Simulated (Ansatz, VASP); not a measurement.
## One calculation of Ta2N, two programs

```
Ta N
1.0
     3.08770    0.00000    0.00000
    -1.54385    2.67403    0.00000
     0.00000    0.00000    4.95823
Ta N
2 1
Direct
  0.66667 0.33333 0.74669
  0.33333 0.66667 0.25331
  0.00000 0.00000 0.00000
```

Alike in both runs: task single point; functional LDA; k mesh 18 × 18 × 10; occupations gaussian, width 0.15 eV; no spin polarisation.

|  | VASP | Ansatz |
| --- | --- | --- |
| version | VASP 6.6.1 | Ansatz 0.2.0 |
| potentials or method | VASP PAW LDA potentials, release 64 (Ta_sv_GW, N), cutoff 700 eV | scalar-relativistic, plane waves, PAW |
| valence electrons in the cell | 31 | 31 |

```tsv
	VASP	Ansatz	Ansatz less VASP
gap on the k mesh at the Fermi level (eV)	none	none	-
pressure (GPa)	-13.9	-14.7	-0.72
traceless stress, the component that is largest in VASP (GPa)	-3.58	-3.47	+0.115
rms of the force components (eV/Å)	0.055	0.069	+0.0143
```

Ansatz warns that its potentials were made for another functional, while VASP's fit it. LDA's correlation is that of Perdew and Zunger in VASP and of Perdew and Wang (1992) in Ansatz. Atom by atom the forces differ by 0.014 eV/Å (rms over components). A gap of «none» marks a metal or a gap that the smearing closes.

Spin-orbit coupling is off throughout.
